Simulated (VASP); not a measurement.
# Ta4H3 (Im-3m) in VASP: single point with PBE

Aim: the single point of Ta4H3 with PBE.

All numbers are computed with VASP 6.6.1; they aren't measurements. Logs are shortened: lines on timing, memory, paths and dates and some standing lists are left out, and cuts for length are marked.

### Step 1. The cell of the first run

It takes space group Im-3m (No. 229, cubic). The conventional cell has a = 5.555 Å, b = 5.555 Å, c = 5.555 Å, α = 90.00°, β = 90.00°, γ = 90.00°. Within 3.2 Å of Ta (site symmetry -3m) lie 6 H at 2.41 Å and 6 Ta at 2.78 Å. H (site symmetry 4/mmm) has 8 Ta at 2.41 Å and 4 H at 2.78 Å within 3.2 Å.

The cell was generated, and may not be a known phase.

### Step 2. Single point, PBE

INCAR

```
SYSTEM = Ta4H3
PREC = Accurate
ENCUT = 500
EDIFF = 1E-6
ISMEAR = 0
SIGMA = 0.2
LREAL = .False.
LASPH = .True.
NELM = 120
ALGO = Normal
ISIF = 2
LWAVE = .False.
LCHARG = .True.
GGA = PE
LELF = .True.
LVHAR = .True.
NBANDS = 32
GGA_COMPAT = .False.
```

KPOINTS

```
regular mesh
0
Gamma
  4 4 4
  0 0 0
```

POSCAR

```
Ta4H3
1.0
   -2.7775532546      2.7775532546      2.7775532546
    2.7775532546     -2.7775532546      2.7775532546
    2.7775532546      2.7775532546     -2.7775532546
Ta H
4 3
Direct
    0.5000000000      0.5000000000      0.5000000000
    0.0000000000      0.0000000000      0.5000000000
    0.0000000000      0.5000000000      0.0000000000
    0.5000000000      0.0000000000      0.0000000000
    0.0000000000      0.5000000000      0.5000000000
    0.5000000000      0.0000000000      0.5000000000
    0.5000000000      0.5000000000      0.0000000000
```

Potentials or basis: VASP PAW PBE potentials, release 64 (Ta_pv, H).

Launch:

```
$ cat potpaw_PBE.64/Ta_pv/POTCAR potpaw_PBE.64/H/POTCAR > POTCAR
$ mpirun -np 1 vasp_std > vasp.out
```

OUTCAR:

```text
SYSTEM = Ta4H3
   PREC = Accurate
   ENCUT = 500
   EDIFF = 1E-6
   ISMEAR = 0
   LREAL = .False.
   LASPH = .True.
   NELM = 120
   ISIF = 2
   GGA = PE

 ion  position               nearest neighbor table
   1  0.500  0.500  0.500-   2 2.78   3 2.78   4 2.78   4 2.78   3 2.78   2 2.78
   2  0.000  0.000  0.500-   1 2.78   3 2.78   4 2.78   3 2.78   4 2.78   1 2.78
   3  0.000  0.500  0.000-   1 2.78   2 2.78   4 2.78   2 2.78   1 2.78   4 2.78
   4  0.500  0.000  0.000-   1 2.78   2 2.78   3 2.78   1 2.78   2 2.78   3 2.78
   5  0.000  0.500  0.500-
   6  0.500  0.000  0.500-
   7  0.500  0.500  0.000-

  LATTYP: Found a body centered cubic cell.
 ALAT       =     5.5551065092

  Lattice vectors:

 A1 = (  -2.7775532546,   2.7775532546,   2.7775532546)
 A2 = (   2.7775532546,  -2.7775532546,   2.7775532546)
 A3 = (   2.7775532546,   2.7775532546,  -2.7775532546)

Analysis of symmetry for initial positions (statically):
=====================================================================
 Subroutine PRICEL returns:
 Original cell was already a primitive cell.

 Routine SETGRP: Setting up the symmetry group for a
 body centered cubic supercell.

 Subroutine GETGRP returns: Found 48 space group operations
 (whereof 48 operations were pure point group operations)
 out of a pool of 48 trial point group operations.

The static configuration has the point symmetry O_h .

Analysis of symmetry for dynamics (positions and initial velocities):
=====================================================================
 Subroutine PRICEL returns:
 Original cell was already a primitive cell.

 Routine SETGRP: Setting up the symmetry group for a
 body centered cubic supercell.

 Subroutine GETGRP returns: Found 48 space group operations
 (whereof 48 operations were pure point group operations)
 out of a pool of 48 trial point group operations.

The dynamic configuration has the point symmetry O_h .

 Subroutine INISYM returns: Found 48 space group operations
 (whereof 48 operations are pure point group operations),
 and found     1 'primitive' translations

----------------------------------------------------------------------------------------

                                     Primitive cell

  volume of cell :      85.7131

  direct lattice vectors                    reciprocal lattice vectors
    -2.777553255  2.777553255  2.777553255     0.000000000  0.180014550  0.180014550
     2.777553255 -2.777553255  2.777553255     0.180014550  0.000000000  0.180014550
     2.777553255  2.777553255 -2.777553255     0.180014550  0.180014550  0.000000000

  length of vectors
     4.810863358  4.810863358  4.810863358     0.254579018  0.254579018  0.254579018

  position of ions in fractional coordinates (direct lattice)
     0.500000000  0.500000000  0.500000000
     0.000000000  0.000000000  0.500000000
     0.000000000  0.500000000  0.000000000
     0.500000000  0.000000000  0.000000000
     0.000000000  0.500000000  0.500000000
     0.500000000  0.000000000  0.500000000
     0.500000000  0.500000000  0.000000000

  ion indices of the primitive-cell ions
   primitive index   ion index
                 1           1
                 2           2
                 3           3
                 4           4
                 5           5
                 6           6
                 7           7

----------------------------------------------------------------------------------------

 KPOINTS: regular mesh

Automatic generation of k-mesh.
 Grid dimensions read from file:
 generate k-points for:    4    4    4

 Generating k-lattice:

  Cartesian coordinates                     Fractional coordinates (reciprocal lattice)
     0.000000000  0.045003638  0.045003638     0.250000000  0.000000000  0.000000000
     0.045003638  0.000000000  0.045003638     0.000000000  0.250000000  0.000000000
     0.045003638  0.045003638  0.000000000     0.000000000  0.000000000  0.250000000

  Length of vectors
     0.063644755  0.063644755  0.063644755

  Shift w.r.t. Gamma in fractional coordinates (k-lattice)
     0.000000000  0.000000000  0.000000000

 Subroutine IBZKPT returns following result:
 ===========================================

 Found      8 irreducible k-points:

 Following reciprocal coordinates:
            Coordinates               Weight
  0.000000  0.000000  0.000000      1.000000
  0.250000  0.000000  0.000000     12.000000
  0.500000  0.000000  0.000000      6.000000
  0.250000  0.250000  0.000000     24.000000
  0.250000  0.250000  0.250000      2.000000
 -0.250000  0.250000  0.250000      6.000000
  0.500000  0.500000  0.250000     12.000000
  0.500000  0.500000  0.500000      1.000000
   k-points           NKPTS =      8   k-points in BZ     NKDIM =      8   number of bands    NBANDS=     32
   number of dos      NEDOS =    301   number of ions     NIONS =      7
   total plane-waves  NPLWV =  46656
   dimension x,y,z NGX =    36 NGY =   36 NGZ =   36
   dimension x,y,z NGXF=    72 NGYF=   72 NGZF=   72
   ions per type =               4   3
   NGX,Y,Z   is equivalent  to a cutoff of  12.44, 12.44, 12.44 a.u.
   NGXF,Y,Z  is equivalent  to a cutoff of  24.88, 24.88, 24.88 a.u.
 SYSTEM =  Ta4H3
   PREC   = accura    normal or accurate (medium, high low for compatibility)
   ISTART =      0    job   : 0-new  1-cont  2-samecut
   ICHARG =      2    charge: 1-file 2-atom 10-const
   ISPIN  =      1    spin polarized calculation?
   LNONCOLLINEAR =      F non collinear calculations
   LSORBIT =      F    spin-orbit coupling
   LASPH  =      T    aspherical Exc in radial PAW
   ENCUT  =  500.0 eV  36.75 Ry    6.06 a.u.   8.77  8.77  8.77*2*pi/ulx,y,z
   NELM   =    120;   NELMIN=  2; NELMDL= -5     # of ELM steps
   EDIFF  = 0.1E-05   stopping-criterion for ELM
   LREAL  =      F    real-space projection
   EDIFFG = 0.1E-04   stopping-criterion for IOM
   NSW    =      0    number of steps for IOM
   IBRION =     -1    ionic relax: 0-MD 1-quasi-New 2-CG
   NFREE  =      0    steps in history (QN), initial steepest desc. (CG)
   ISIF   =      2    stress and relaxation
   ISYM   =      2    0-nonsym 1-usesym 2-fastsym
   POTIM  = 0.5000    time-step for ionic-motion
   TEBEG  =    0.0;   TEEND  =   0.0 temperature during run
   PSTRESS=    0.0 pullay stress
   NELECT =      47.0000    total number of electrons
   NUPDOWN=      -1.0000    fix difference up-down
   EMIN   =  10.00;   EMAX   =-10.00  energy-range for DOS
   EFERMI =   0.00;   METHOD = LEGACY
   ISMEAR =     0;   SIGMA  =   0.20  broadening in eV -4-tet -1-fermi 0-gaus
   EFERMI_NEDOS =   21; number of points for ismear=-14 and -15
   IALGO  =     38    algorithm
   IMIX   =      4    mixing-type and parameters
     AMIX     =   0.40;   BMIX     =  1.00
     AMIX_MAG =   1.60;   BMIX_MAG =  1.00
  volume/ion in A,a.u.               =      12.24        82.63
  Fermi-wavevector in a.u.,A,eV,Ry     =   1.339960  2.532157 24.429150  1.795492
  Thomas-Fermi vector in A             =   2.468310
   LORBIT       =      0    0 simple, 1 ext, 2 COOP (PROOUT), +10 PAW based schemes
   GGA     = PE    functional components
   LHFCALC =     F    Hartree Fock is set to
   AEXX    =    0.0000 exact exchange contribution
   IVDW    =     0    specifies the selected vdW correction
   LEPSILON=     F    determine dielectric tensor
   LRPA    =     F    only Hartree local field effects (RPA)
 non-spin polarized calculation
 Gauss-broadening in eV      SIGMA  =   0.20
  energy-cutoff  :      500.00
  volume of cell :       85.71
 maximum number of plane-waves:      2214
   NGX = 17   NGY = 17   NGZ = 17

 number of electron      46.9999998 magnetization

 Free energy of the ion-electron system (eV)
  ---------------------------------------------------
  ext. energy  EPLUGINS =         0.00000000
  ---------------------------------------------------
  free energy    TOTEN  =       -52.90151370 eV

  energy without entropy =      -52.85508672  energy(sigma->0) =      -52.87830021

 E-fermi :   5.5708     XC(G=0): -12.0840

 val. band max:        5.5180791267   @ k =   0.2500   0.0000   0.0000
 cond. band min:       5.7711907279   @ k =   0.2500   0.0000   0.0000
 fundamental gap:      0.2531116013
 Fermi energy:         5.5708297072

 k-point     1 :       0.0000    0.0000    0.0000
  band No.  band energies     occupation
      1     -29.4152      2.00000
      2     -29.4152      2.00000
      3     -29.4152      2.00000
      4     -29.3612      2.00000
      5     -29.3612      2.00000
      6     -29.3612      2.00000
[... 24 lines left out ...]
     31       9.1638      0.00000
     32       9.1638      0.00000

 k-point     2 :       0.2500    0.0000    0.0000
  band No.  band energies     occupation
      1     -29.3972      2.00000
      2     -29.3967      2.00000
      3     -29.2723      2.00000
      4     -29.2558      2.00000
      5     -29.2550      2.00000
      6     -29.2027      2.00000
[... 24 lines left out ...]
     31       9.1920      0.00000
     32       9.2091      0.00000

 k-point     3 :       0.5000    0.0000    0.0000
  band No.  band energies     occupation
      1     -29.3969      2.00000
      2     -29.3962      2.00000
      3     -29.0069      2.00000
      4     -28.9682      2.00000
      5     -28.9473      2.00000
      6     -28.9133      2.00000
[... 24 lines left out ...]
     31       8.4865      0.00000
     32       8.7053      0.00000

 k-point     4 :       0.2500    0.2500    0.0000
  band No.  band energies     occupation
      1     -29.3299      2.00000
      2     -29.2782      2.00000
      3     -29.2140      2.00000
      4     -29.1981      2.00000
      5     -28.9828      2.00000
      6     -28.8978      2.00000
[... 24 lines left out ...]
     31       8.4645      0.00000
     32       8.5719      0.00000

 k-point     5 :       0.2500    0.2500    0.2500
  band No.  band energies     occupation
      1     -28.9560      2.00000
      2     -28.9560      2.00000
      3     -28.9560      2.00000
      4     -28.9092      2.00000
      5     -28.9092      2.00000
      6     -28.9092      2.00000
[... 24 lines left out ...]
     31       6.9902      0.00000
     32       6.9907      0.00000

 k-point     6 :      -0.2500    0.2500    0.2500
  band No.  band energies     occupation
      1     -29.4948      2.00000
      2     -29.4396      2.00000
      3     -29.3223      2.00000
      4     -29.3223      2.00000
      5     -29.0204      2.00000
      6     -28.8956      2.00000
[... 24 lines left out ...]
     31       8.5036      0.00000
     32       8.7217      0.00000

 k-point     7 :       0.5000    0.5000    0.2500
  band No.  band energies     occupation
      1     -29.5085      2.00000
      2     -29.4028      2.00000
      3     -29.3317      2.00000
      4     -29.2939      2.00000
      5     -29.1441      2.00000
      6     -29.1308      2.00000
[... 24 lines left out ...]
     31       8.6828      0.00000
     32       9.7934      0.00000

 k-point     8 :       0.5000    0.5000    0.5000
  band No.  band energies     occupation
      1     -29.5731      2.00000
      2     -29.5731      2.00000
      3     -29.4787      2.00000
      4     -29.2529      2.00000
      5     -29.2529      2.00000
      6     -29.2529      2.00000
[... 24 lines left out ...]
     31       7.1401      0.00000
     32      11.1330      0.00000

------------------------ aborting loop because EDIFF is reached ----------------------------------------

  FORCE on cell =-STRESS in cart. coord.  units (eV):
  Direction    XX          YY          ZZ          XY          YZ          ZX
  --------------------------------------------------------------------------------------
  -------------------------------------------------------------------------------------
  Total        0.2223064      0.2223064      0.2223064      0.0000000      0.0000000      0.0000000
  in kB        4.1554249      4.1554249      4.1554249      0.0000000      0.0000000      0.0000000
  external PRESSURE =       4.1554249 kB  Pullay stress =       0.0000000 kB

 VOLUME and BASIS-vectors are now :
 -----------------------------------------------------------------------------
  energy-cutoff  :      500.00
  volume of cell :       85.71
      direct lattice vectors                 reciprocal lattice vectors
    -2.777553255  2.777553255  2.777553255     0.000000000  0.180014550  0.180014550
     2.777553255 -2.777553255  2.777553255     0.180014550  0.000000000  0.180014550
     2.777553255  2.777553255 -2.777553255     0.180014550  0.180014550  0.000000000

 POSITION                                       TOTAL-FORCE (eV/Angst)
 -----------------------------------------------------------------------------------
      1.38878      1.38878      1.38878        -0.000000     -0.000000     -0.000000
      1.38878      1.38878     -1.38878         0.000000     -0.000000      0.000000
      1.38878     -1.38878      1.38878        -0.000000      0.000000     -0.000000
     -1.38878      1.38878      1.38878        -0.000000      0.000000     -0.000000
      2.77755      0.00000      0.00000         0.000000     -0.000000      0.000000
      0.00000      2.77755      0.00000         0.000000     -0.000000      0.000000
      0.00000      0.00000      2.77755         0.000000     -0.000000      0.000000
 -----------------------------------------------------------------------------------
    total drift:                               -0.000000     -0.000000      0.000000

  FREE ENERGIE OF THE ION-ELECTRON SYSTEM (eV)
  ---------------------------------------------------
  free  energy   TOTEN  =       -52.9015136956 eV

  energy  without entropy=      -52.8550867156  energy(sigma->0) =      -52.87830021
```

Wall time 36 s (1 thread of Intel Xeon 8259CL, shared host); peak memory 0.21 GiB.

What came out:

| Quantity | Value |
| --- | --- |
| Free energy | -52.9015 eV |
| Pressure | 0.4 GPa |
| Band gap on the k mesh | zero (an odd number of electrons rules out a gap without spin polarisation) |

Caveat: the k points lie up to 0.40 Å⁻¹ apart, too coarse for converged energies and pressures of a metal; spin-orbit coupling is left out, which moves the levels of the heavy elements; an odd number of electrons without spin polarisation forces a metal; a magnetic or distorted state may lie lower.

The gap in the log of VASP goes by the Fermi energy; the results here count the filled bands.